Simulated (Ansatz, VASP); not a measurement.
## Two plane-wave programs on W

Contents of POSCAR:

```
W
1.0
    0.0000000000      2.0909000000      2.0909000000
    2.0909000000      0.0000000000      2.0909000000
    2.0909000000      2.0909000000      0.0000000000
W
1
Direct
    0.0000000000      0.0000000000      0.0000000000
```

Contents of INCAR.step1:

```
SYSTEM = W
PREC = Accurate
ENCUT = 520
ISMEAR = 0
SIGMA = 0.15
LREAL = .FALSE.
LASPH = .TRUE.
NELM = 80
NBANDS = 13
GGA = PE
ALGO = Normal
EDIFF = 1E-4
LWAVE = .TRUE.
LCHARG = .FALSE.
```

The input INCAR.step2:

```
SYSTEM = W
PREC = Accurate
ENCUT = 520
EDIFF = 1E-7
ISMEAR = 0
SIGMA = 0.15
LREAL = .FALSE.
LASPH = .TRUE.
NELM = 80
ALGO = Normal
ISIF = 2
LWAVE = .FALSE.
LCHARG = .FALSE.
METAGGA = R2SCAN
LMIXTAU = .TRUE.
NBANDS = 13
ISTART = 1
```

KPOINTS

```
Automatic mesh
0
G
  20 20 20
  0 0 0
```

Input for Ansatz:

```yaml
crystal:
  lattice:
    - [0.0, 2.0909, 2.0909]
    - [2.0909, 0.0, 2.0909]
    - [2.0909, 2.0909, 0.0]
  atoms:
    - { symbol: W, position: [0.0, 0.0, 0.0] }
basis:
  ecutwfc: 500
kpoints:
  mp_grid: { grid: [20, 20, 20] }
hamiltonian:
  xc: r2scan
scf:
  occupations: { method: gaussian, width: 0.15 }
output:
  forces: true
  stress: true
  eigenvalues: true
```

Change from the starting cell: strain +0.030 along x and y, +0.030 along z, atoms carried along.

Alike in both runs: task single point; functional r2SCAN; k mesh 20 × 20 × 20; occupations gaussian, width 0.15 eV; no spin polarisation.

```csv
,VASP,Ansatz
version,VASP 6.6.1,Ansatz 0.2.0
potentials or method,"VASP PAW PBE potentials, release 64 (W_sv), cutoff 520 eV","scalar-relativistic, plane waves, PAW"
valence electrons in the cell,14,14
```

|  | VASP | Ansatz | Ansatz less VASP |
| --- | --- | --- | --- |
| gap on the k mesh at the Fermi level (eV) | none | none | - |
| pressure (GPa) | -27.6 | -28.2 | -0.59 |

VASP's potentials were made for PBE, not for r2SCAN. A gap of «none» marks a metal or a gap that the smearing closes.

Neither program's run includes spin-orbit coupling.
